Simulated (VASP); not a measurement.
A run of VASP 6.6.1:

The input INCAR:

```
SYSTEM = TiO2
ALGO     = Normal         ! electronic algorithm
EDIFF    = 1E-7           ! SCF threshold, eV
ENCUT    = 520            ! plane-wave cutoff, eV
GGA      = CA             ! functional
ISIF     = 2              ! what is computed and relaxed
ISMEAR   = 0              ! smearing method
LASPH    = .TRUE.         ! aspherical terms in the spheres
LCHARG   = .FALSE.        ! write CHGCAR
LREAL    = .FALSE.        ! projectors in reciprocal space
LWAVE    = .FALSE.        ! write WAVECAR
NBANDS   = 46             ! bands
NELM     = 100            ! most SCF steps
PREC     = Accurate       ! precision mode
SIGMA    = 0.02           ! smearing width, eV
```

File KPOINTS:

```
k-points
0
G
  6 6 4
  0 0 0
```

Contents of POSCAR:

```
TiO2
1.0
    5.4253469717      0.0000000000      0.0000000000
   -2.7126734859      4.6984883019      0.0000000000
    0.0000000000      0.0000000000      5.8820677852
Ti O
3 6
Direct
    0.4567123267      0.0000000000      0.3333333333
    0.0000000000      0.4567123267      0.6666666667
    0.5432876733      0.5432876733      0.0000000000
    0.4147886282      0.2864401718      0.2258761212
    0.7135598282      0.1283484564      0.5592094546
    0.8716515436      0.5852113718      0.8925427879
    0.2864401718      0.4147886282      0.7741238788
    0.1283484564      0.7135598282      0.4407905454
    0.5852113718      0.8716515436      0.1074572121
```

Potentials or basis: VASP PAW LDA potentials, release 64 (Ti_sv, O).

Command:

```sh
$ cat potpaw_LDA.64/Ti_sv/POTCAR potpaw_LDA.64/O/POTCAR > POTCAR
$ mpirun -np 1 vasp_std > vasp.out
```

Hardware: 1 thread of AMD EPYC 7R43 64-Core Processor (Zen 3), with other jobs on the host.

Task: Estimate the wall time of this run.

Result: It took 3.4 min on 1 thread of AMD EPYC 7R43 64-Core Processor (Zen 3) (shared host), peak memory 0.25 GiB. Counts: scf iterations 16, k points 24.
